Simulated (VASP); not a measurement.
Input of a VASP 6.6.1 run:

INCAR

```
SYSTEM = GaP
  ALGO = Normal
  EDIFF = 1E-6
  ENCUT = 520
  GGA = PE
  ISIF = 2
  ISMEAR = 0
  LASPH = .True.
  LCHARG = .True.
  LELF = .True.
  LREAL = .False.
  LVHAR = .True.
  LWAVE = .False.
  NBANDS = 16
  NELM = 100
  PREC = Accurate
  SIGMA = 0.01
```

The input KPOINTS:

```
k-points
0
Gamma
  6 6 6
  0 0 0
```

File POSCAR:

```
GaP
1.0
    0.0000000000      2.7011745366      2.7011745366
    2.7011745366      0.0000000000      2.7011745366
    2.7011745366      2.7011745366      0.0000000000
Ga P
1 1
Direct
    0.0000000000      0.0000000000      0.0000000000
    0.2500000000      0.2500000000      0.2500000000
```

Potentials or basis: VASP PAW PBE potentials, release 64 (Ga_d, P).

Command:

```bash
$ cat potpaw_PBE.64/Ga_d/POTCAR potpaw_PBE.64/P/POTCAR > POTCAR
$ mpirun -np 1 vasp_std > vasp.out
```

Q: What does it give for the band gap on the k mesh?

A: 1.59 eV, indirect (least direct gap 2.05 eV).

Q: What does it give for the pressure?

A: 4.9 GPa.

A k mesh can miss the band edges. Expect the measured gap to be larger: semilocal functionals such as PBE lack the derivative discontinuity.
